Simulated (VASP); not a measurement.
# SnO2 (Pbcn) in VASP: further runs

Runs on SnO2. Level: LDA. Tasks: single point.

Everything below comes from runs of VASP 6.6.1. Logs are shortened: lines on timing, memory, paths and dates and some standing lists are left out, and cuts for length are marked.

## (1) The cell of the first run

It takes space group Pbcn (No. 60, orthorhombic). The conventional cell has a = 4.643 Å, b = 5.324 Å, c = 4.962 Å, α = 90.00°, β = 90.00°, γ = 90.00°. Within 2.6 Å of Sn (site symmetry 2) lie 6 O at 1.95 to 2.05 Å. Within 2.6 Å of O (site symmetry 1) lie 3 Sn at 1.95 to 2.05 Å and 1 O at 2.48 Å.

## (2) Single point, LDA (volume scaled by 0.88, then relaxed in part)

Contents of INCAR:

```
PREC     = Accurate       # precision mode
ENCUT    = 520            # plane-wave cutoff, eV
EDIFF    = 1E-6           # SCF threshold, eV
ISMEAR   = 0              # smearing method
SIGMA    = 0.02           # smearing width, eV
LREAL    = F              # projectors in reciprocal space
LASPH    = T              # aspherical terms in the spheres
NELM     = 100            # most SCF steps
ALGO     = Normal         # electronic algorithm
ISIF     = 2              # what is computed and relaxed
LWAVE    = F              # write WAVECAR
LCHARG   = T              # write CHGCAR
GGA      = CA             # functional
LELF     = T              # ELF
LVHAR    = T            
NBANDS   = 64             # bands
LUSENCCL = F
```

Contents of KPOINTS:

```
Automatic mesh
0
Gamma
  6 6 6
```

Contents of POSCAR:

```
SnO2
1.0
    4.6434476654      0.0000000000      0.0000000000
    0.0000000000      5.3239496070      0.0000000000
    0.0000000000      0.0000000000      4.9624555271
Sn O
4 8
Direct
    0.5000000000      0.6884639467      0.7500000000
    0.0000000000      0.8115360533      0.2500000000
    0.5000000000      0.3115360533      0.2500000000
    0.0000000000      0.1884639467      0.7500000000
    0.7401433722      0.5832418460      0.0640590531
    0.2401433722      0.9167581540      0.9359409469
    0.7598566278      0.9167581540      0.5640590531
    0.2598566278      0.5832418460      0.4359409469
    0.7401433722      0.4167581540      0.5640590531
    0.2401433722      0.0832418460      0.4359409469
    0.7598566278      0.0832418460      0.0640590531
    0.2598566278      0.4167581540      0.9359409469
```

Potentials or basis: VASP PAW LDA potentials, release 64 (Sn_d, O).

Launch:

```sh
$ cat potpaw_LDA.64/Sn_d/POTCAR potpaw_LDA.64/O/POTCAR > POTCAR
$ mpirun -np 1 vasp_std > vasp.out
```

OUTCAR:

```text
PREC = Accurate
   ENCUT = 520
   EDIFF = 1E-6
   ISMEAR = 0
   LREAL = F
   LASPH = T
   NELM = 100
   ISIF = 2
   GGA = CA

 ion  position               nearest neighbor table
   1  0.500  0.688  0.750-   6 1.95   7 1.95   5 2.00   8 2.00   9 2.05  12 2.05   3 3.19   3 3.19
                             2 3.46   2 3.46   2 3.46   2 3.46   4 3.53   4 3.53   4 3.53   4 3.53
   2  0.000  0.812  0.250-   5 1.95   8 1.95   7 2.00   6 2.00  10 2.05  11 2.05   4 3.19   4 3.19
                             1 3.46   1 3.46   1 3.46   1 3.46   3 3.53   3 3.53   3 3.53   3 3.53
   3  0.500  0.312  0.250-  10 1.95  11 1.95   9 2.00  12 2.00   5 2.05   8 2.05   1 3.19   1 3.19
                             4 3.46   4 3.46   4 3.46   4 3.46   2 3.53   2 3.53   2 3.53   2 3.53
   4  0.000  0.188  0.750-   9 1.95  12 1.95  11 2.00  10 2.00   6 2.05   7 2.05   2 3.19   2 3.19
                             3 3.46   3 3.46   3 3.46   3 3.46   1 3.53   1 3.53   1 3.53   1 3.53
   5  0.740  0.583  0.064-   2 1.95   1 2.00   3 2.05
   6  0.240  0.917  0.936-   1 1.95   2 2.00   4 2.05
   7  0.760  0.917  0.564-   1 1.95   2 2.00   4 2.05
   8  0.260  0.583  0.436-   2 1.95   1 2.00   3 2.05
   9  0.740  0.417  0.564-   4 1.95   3 2.00   1 2.05
  10  0.240  0.083  0.436-   3 1.95   4 2.00   2 2.05
  11  0.760  0.083  0.064-   3 1.95   4 2.00   2 2.05
  12  0.260  0.417  0.936-   4 1.95   3 2.00   1 2.05

  LATTYP: Found a simple orthorhombic cell.
 ALAT       =     4.6434476654
 B/A-ratio  =     1.0687006476
 C/A-ratio  =     1.1465510092

  Lattice vectors:

 A1 = (  -4.6434476654,   0.0000000000,   0.0000000000)
 A2 = (   0.0000000000,   0.0000000000,   4.9624555271)
 A3 = (   0.0000000000,   5.3239496070,   0.0000000000)

Analysis of symmetry for initial positions (statically):
=====================================================================
 Subroutine PRICEL returns:
 Original cell was already a primitive cell.

 Routine SETGRP: Setting up the symmetry group for a
 simple orthorhombic supercell.

 Subroutine GETGRP returns: Found  8 space group operations
 (whereof  2 operations were pure point group operations)
 out of a pool of  8 trial point group operations.

The static configuration has the point symmetry S_2 .
 The point group associated with its full space group is D_2h.

Analysis of symmetry for dynamics (positions and initial velocities):
=====================================================================
 Subroutine PRICEL returns:
 Original cell was already a primitive cell.

 Routine SETGRP: Setting up the symmetry group for a
 simple orthorhombic supercell.

 Subroutine GETGRP returns: Found  8 space group operations
 (whereof  2 operations were pure point group operations)
 out of a pool of  8 trial point group operations.

The dynamic configuration has the point symmetry S_2 .
 The point group associated with its full space group is D_2h.

 Subroutine INISYM returns: Found  8 space group operations
 (whereof  2 operations are pure point group operations),
 and found     1 'primitive' translations

----------------------------------------------------------------------------------------

                                     Primitive cell

  volume of cell :     122.6793

  direct lattice vectors                    reciprocal lattice vectors
     4.643447665  0.000000000  0.000000000     0.215357224  0.000000000  0.000000000
     0.000000000  5.323949607  0.000000000     0.000000000  0.187830478  0.000000000
     0.000000000  0.000000000  4.962455527     0.000000000  0.000000000  0.201513141

  length of vectors
     4.643447665  5.323949607  4.962455527     0.215357224  0.187830478  0.201513141

  position of ions in fractional coordinates (direct lattice)
     0.500000000  0.688463947  0.750000000
     0.000000000  0.811536053  0.250000000
     0.500000000  0.311536053  0.250000000
     0.000000000  0.188463947  0.750000000
     0.740143372  0.583241846  0.064059053
     0.240143372  0.916758154  0.935940947
     0.759856628  0.916758154  0.564059053
     0.259856628  0.583241846  0.435940947
     0.740143372  0.416758154  0.564059053
     0.240143372  0.083241846  0.435940947
     0.759856628  0.083241846  0.064059053
     0.259856628  0.416758154  0.935940947

  ion indices of the primitive-cell ions
   primitive index   ion index
                 1           1
                 2           2
                 3           3
                 4           4
                 5           5
                 6           6
                 7           7
                 8           8
                 9           9
                10          10
                11          11
                12          12

----------------------------------------------------------------------------------------

 KPOINTS: Automatic mesh

Automatic generation of k-mesh.
 Grid dimensions read from file:
 generate k-points for:    6    6    6

 Generating k-lattice:

  Cartesian coordinates                     Fractional coordinates (reciprocal lattice)
     0.035892871  0.000000000  0.000000000     0.166666667  0.000000000  0.000000000
     0.000000000  0.031305080  0.000000000     0.000000000  0.166666667  0.000000000
     0.000000000  0.000000000  0.033585523     0.000000000  0.000000000  0.166666667

  Length of vectors
     0.035892871  0.031305080  0.033585523

  Shift w.r.t. Gamma in fractional coordinates (k-lattice)
     0.000000000  0.000000000  0.000000000

 Subroutine IBZKPT returns following result:
 ===========================================

 Found     64 irreducible k-points:

 Following reciprocal coordinates:
            Coordinates               Weight
  0.000000  0.000000  0.000000      1.000000
  0.166667  0.000000  0.000000      2.000000
  0.333333  0.000000  0.000000      2.000000
  0.500000  0.000000  0.000000      1.000000
  0.000000  0.166667  0.000000      2.000000
  0.166667  0.166667  0.000000      4.000000
[... 16 lines left out ...]
  0.333333  0.166667  0.166667      8.000000
  0.500000  0.166667  0.166667      4.000000
 [... further k-points ...]
   k-points           NKPTS =     64   k-points in BZ     NKDIM =     64   number of bands    NBANDS=     64
   number of dos      NEDOS =    301   number of ions     NIONS =     12
   total plane-waves  NPLWV =  57600
   dimension x,y,z NGX =    36 NGY =   40 NGZ =   40
   dimension x,y,z NGXF=    72 NGYF=   80 NGZF=   80
   ions per type =               4   8
   NGX,Y,Z   is equivalent  to a cutoff of  12.89, 12.49, 13.40 a.u.
   NGXF,Y,Z  is equivalent  to a cutoff of  25.78, 24.98, 26.80 a.u.
 SYSTEM =  unknown system
   PREC   = accura    normal or accurate (medium, high low for compatibility)
   ISTART =      0    job   : 0-new  1-cont  2-samecut
   ICHARG =      2    charge: 1-file 2-atom 10-const
   ISPIN  =      1    spin polarized calculation?
   LNONCOLLINEAR =      F non collinear calculations
   LSORBIT =      F    spin-orbit coupling
   LASPH  =      T    aspherical Exc in radial PAW
   ENCUT  =  520.0 eV  38.22 Ry    6.18 a.u.   8.63  9.90  9.23*2*pi/ulx,y,z
   NELM   =    100;   NELMIN=  2; NELMDL= -5     # of ELM steps
   EDIFF  = 0.1E-05   stopping-criterion for ELM
   LREAL  =      F    real-space projection
   EDIFFG = 0.1E-04   stopping-criterion for IOM
   NSW    =      0    number of steps for IOM
   IBRION =     -1    ionic relax: 0-MD 1-quasi-New 2-CG
   NFREE  =      0    steps in history (QN), initial steepest desc. (CG)
   ISIF   =      2    stress and relaxation
   ISYM   =      2    0-nonsym 1-usesym 2-fastsym
   POTIM  = 0.5000    time-step for ionic-motion
   TEBEG  =    0.0;   TEEND  =   0.0 temperature during run
   PSTRESS=    0.0 pullay stress
   NELECT =     104.0000    total number of electrons
   NUPDOWN=      -1.0000    fix difference up-down
   EMIN   =  10.00;   EMAX   =-10.00  energy-range for DOS
   EFERMI =   0.00;   METHOD = LEGACY
   ISMEAR =     0;   SIGMA  =   0.02  broadening in eV -4-tet -1-fermi 0-gaus
   EFERMI_NEDOS =   21; number of points for ismear=-14 and -15
   IALGO  =     38    algorithm
   IMIX   =      4    mixing-type and parameters
     AMIX     =   0.40;   BMIX     =  1.00
     AMIX_MAG =   1.60;   BMIX_MAG =  1.00
  volume/ion in A,a.u.               =      10.22        68.99
  Fermi-wavevector in a.u.,A,eV,Ry     =   1.549395  2.927933 32.662497  2.400626
  Thomas-Fermi vector in A             =   2.654208
   LORBIT       =      0    0 simple, 1 ext, 2 COOP (PROOUT), +10 PAW based schemes
   GGA     = CA    functional components
   LHFCALC =     F    Hartree Fock is set to
   AEXX    =    0.0000 exact exchange contribution
   IVDW    =     0    specifies the selected vdW correction
   LEPSILON=     F    determine dielectric tensor
   LRPA    =     F    only Hartree local field effects (RPA)
 non-spin polarized calculation
 Gauss-broadening in eV      SIGMA  =   0.02
  energy-cutoff  :      520.00
  volume of cell :      122.68
 maximum number of plane-waves:      3340
 NGX is ok and might be reduce to    36
   NGX = 17   NGY = 19   NGZ = 19

 number of electron     104.0000002 magnetization

 Free energy of the ion-electron system (eV)
  ---------------------------------------------------
  ext. energy  EPLUGINS =         0.00000000
  ---------------------------------------------------
  free energy    TOTEN  =       -82.80314398 eV

  energy without entropy =      -82.80314398  energy(sigma->0) =      -82.80314398

 E-fermi :   7.8216     XC(G=0): -12.7033

 val. band max:        7.6874697041   @ k =   0.0000   0.0000   0.0000
 cond. band min:      10.3861338784   @ k =   0.0000   0.0000   0.0000
 fundamental gap:      2.6986641743
 Fermi energy:         7.8215892550

 k-point     1 :       0.0000    0.0000    0.0000
  band No.  band energies     occupation
      1     -13.1271      2.00000
      2     -13.0407      2.00000
      3     -12.9437      2.00000
      4     -12.4626      2.00000
      5     -12.0958      2.00000
      6     -12.0697      2.00000
[... 1597 lines left out ...]
     63      19.4715      0.00000
     64      19.4914      0.00000

 [... further k-points ...]

------------------------ aborting loop because EDIFF is reached ----------------------------------------

  FORCE on cell =-STRESS in cart. coord.  units (eV):
  Direction    XX          YY          ZZ          XY          YZ          ZX
  --------------------------------------------------------------------------------------
  -------------------------------------------------------------------------------------
  Total       24.3688331     24.1828504     24.3896292      0.0000000      0.0000000      0.0000000
  in kB      318.2542385    315.8253258    318.5258332      0.0000000      0.0000000      0.0000000
  external PRESSURE =     317.5351325 kB  Pullay stress =       0.0000000 kB

 VOLUME and BASIS-vectors are now :
 -----------------------------------------------------------------------------
  energy-cutoff  :      520.00
  volume of cell :      122.68
      direct lattice vectors                 reciprocal lattice vectors
     4.643447665  0.000000000  0.000000000     0.215357224  0.000000000  0.000000000
     0.000000000  5.323949607  0.000000000     0.000000000  0.187830478  0.000000000
     0.000000000  0.000000000  4.962455527     0.000000000  0.000000000  0.201513141

 POSITION                                       TOTAL-FORCE (eV/Angst)
 -----------------------------------------------------------------------------------
      2.32172      3.66535      3.72184         0.000000      0.037944      0.000000
      0.00000      4.32058      1.24061         0.000000     -0.037944      0.000000
      2.32172      1.65860      1.24061         0.000000     -0.037944     -0.000000
      0.00000      1.00337      3.72184        -0.000000      0.037944     -0.000000
      3.43682      3.10515      0.31789         0.021232     -0.023509     -0.006130
      1.11509      4.88077      4.64457         0.021232      0.023509      0.006130
      3.52835      4.88077      2.79912        -0.021232      0.023509     -0.006130
      1.20663      3.10515      2.16334        -0.021232     -0.023509      0.006130
      3.43682      2.21880      2.79912         0.021232      0.023509     -0.006130
      1.11509      0.44318      2.16334         0.021232     -0.023509      0.006130
      3.52835      0.44318      0.31789        -0.021232     -0.023509     -0.006130
      1.20663      2.21880      4.64457        -0.021232      0.023509      0.006130
 -----------------------------------------------------------------------------------
    total drift:                               -0.000000     -0.000000     -0.000000

  FREE ENERGIE OF THE ION-ELECTRON SYSTEM (eV)
  ---------------------------------------------------
  free  energy   TOTEN  =       -82.8031439844 eV

  energy  without entropy=      -82.8031439844  energy(sigma->0) =      -82.80314398
```

Run time: 2.2 min. Hardware: 1 × NVIDIA H100 80GB with 1 thread of AMD EPYC 7R13 (Zen 3), shared host; peak memory 1.5 GiB.

What came out:

| Property | Result |
| --- | --- |
| Free energy | -82.8031 eV |
| Pressure | 31.8 GPa |
| Largest force | 0.038 eV/Å |
| Band gap on the k mesh | 2.70 eV, direct |

Forces on the atoms (eV/Å):
```
Sn   0.000  0.038  0.000
Sn   0.000 -0.038  0.000
Sn   0.000 -0.038  0.000
Sn   0.000  0.038  0.000
O    0.021 -0.024 -0.006
O    0.021  0.024  0.006
O   -0.021  0.024 -0.006
O   -0.021 -0.024  0.006
O    0.021  0.024 -0.006
O    0.021 -0.024  0.006
O   -0.021 -0.024 -0.006
O   -0.021  0.024  0.006
```

Caveat: spin-orbit coupling is left out, which moves the levels of the heavy elements.

(Continued in part 2 of 2.)
